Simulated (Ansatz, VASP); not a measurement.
## Two plane-wave programs on Pt

The input INCAR:

```
PREC = Accurate
ENCUT = 520
EDIFF = 1E-6
ISMEAR = -1
SIGMA = 0.08
LREAL = False
LASPH = True
NELM = 80
ALGO = Normal
ISIF = 2
LWAVE = False
LCHARG = True
LDIPOL = True
IDIPOL = 3
DIPOL = 0.5 0.5 0.500
GGA = PE
LELF = True
LVHAR = True
LVACPOTAV = True
NBANDS = 39
```

Contents of KPOINTS:

```
Automatic mesh
0
Gamma
  13 13 1
```

The input POSCAR:

```
Pt
1.0
    2.8080030017      0.0000000000      0.0000000000
   -1.4040015008      2.4318019334      0.0000000000
    0.0000000000      0.0000000000     27.4636000000
Pt
6
Direct
    0.1666666665      0.3333333335      0.2912942174
    0.5000000005      0.9999999995      0.3747765303
    0.8333333335      0.6666666665      0.4582588432
    0.1666666665      0.3333333335      0.5417411561
    0.5000000005      0.9999999995      0.6252234697
    0.8333333335      0.6666666665      0.7087057826
```

Input for Ansatz:

```yaml
crystal:
  lattice:
    - [2.8080030017, 0.0, 0.0]
    - [-1.4040015008, 2.4318019334, 0.0]
    - [0.0, 0.0, 27.4636]
  atoms:
    - { symbol: Pt, position: [0.1666666665, 0.3333333335, 0.2912942174] }
    - { symbol: Pt, position: [0.5000000005, 0.9999999995, 0.3747765303] }
    - { symbol: Pt, position: [0.8333333335, 0.6666666665, 0.4582588432] }
    - { symbol: Pt, position: [0.1666666665, 0.3333333335, 0.5417411561] }
    - { symbol: Pt, position: [0.5000000005, 0.9999999995, 0.6252234697] }
    - { symbol: Pt, position: [0.8333333335, 0.6666666665, 0.7087057826] }
kpoints:
  mp_grid: { grid: [13, 13, 1] }
scf:
  occupations: { method: fermi_dirac, width: 0.08 }
hamiltonian:
  xc: pbe
  pseudopotentials: { kind: paw }
output:
  forces: true
  stress: true
  eigenvalues: true
  populations: true
efield:
  axis: 3
  amplitude: 0
  dipole_correction: true
```

Alike in both runs: task single point; functional PBE; k mesh 13 × 13 × 1; occupations fermi-dirac, width 0.08 eV; no spin polarisation.

|  | VASP | Ansatz |
| --- | --- | --- |
| version | VASP 6.6.1 | Ansatz 0.2.0 |
| potentials or method | VASP PAW PBE potentials, release 64 (Pt) | PAW with Ansatz's default frozen-core files, scalar-relativistic |
| plane-wave cutoff (eV) | 520 | 420 |
| valence electrons in the cell | 60 | 108 |

Ansatz gave:

```
rms of the force components (eV/Å) : 0.082
```

Question: What did VASP give for the same quantities?

Answer: rms of the force components (eV/Å): 0.076.

Atom by atom the forces differ by 0.008 eV/Å (rms over components). With one functional, cell and mesh, what is left measures potentials, basis and numerics. VASP's potentials hold 60 valence electrons a cell and Ansatz's 108, so a difference there can come from the potentials and not from the codes.

Neither program's run includes spin-orbit coupling.
